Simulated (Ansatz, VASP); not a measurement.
**TaN: VASP beside Ansatz**

```
Ta N
1.0
     5.19600    0.00000    0.00000
    -2.59800    4.49987    0.00000
     0.00000    0.00000    2.91100
Ta N
3 3
Direct
  0.00000 0.00000 0.00000
  0.66667 0.33333 0.50000
  0.33333 0.66667 0.50000
  0.00000 0.39285 0.00000
  0.60715 0.60715 0.00000
  0.39285 0.00000 0.00000
```

Alike in both runs: functional PBEsol; k mesh 5 × 5 × 7; occupations fermi-dirac, width 0.05 eV; non-collinear spin, spin-orbit coupling.

|  | VASP | Ansatz |
| --- | --- | --- |
| version | VASP 6.6.1 | Ansatz 0.2.0 |
| potentials or method | VASP PAW PBE potentials, release 64 (Ta_pv, N) | Ansatz PAW |
| plane-wave cutoff (eV) | 520 | 420 |
| valence electrons in the cell | 48 | 54 |
| task | single point | band structure |

|  | VASP | Ansatz | Ansatz less VASP |
| --- | --- | --- | --- |
| pressure (GPa) | -2.7 | -4.2 | -1.46 |
| traceless stress, the component that is largest in VASP (GPa) | -0.67 | -0.60 | +0.071 |
| rms of the force components (eV/Å) | 0.003 | 0.001 | -0.0018 |
| net moment per atom (μB) | 0.00 | 0.00 | 0.000 |

VASP's potentials were made for PBE, not for PBEsol. Atom by atom the forces differ by 0.002 eV/Å (rms over components). VASP's potentials hold 48 valence electrons a cell and Ansatz's 54, so a difference there can come from the potentials and not from the codes.
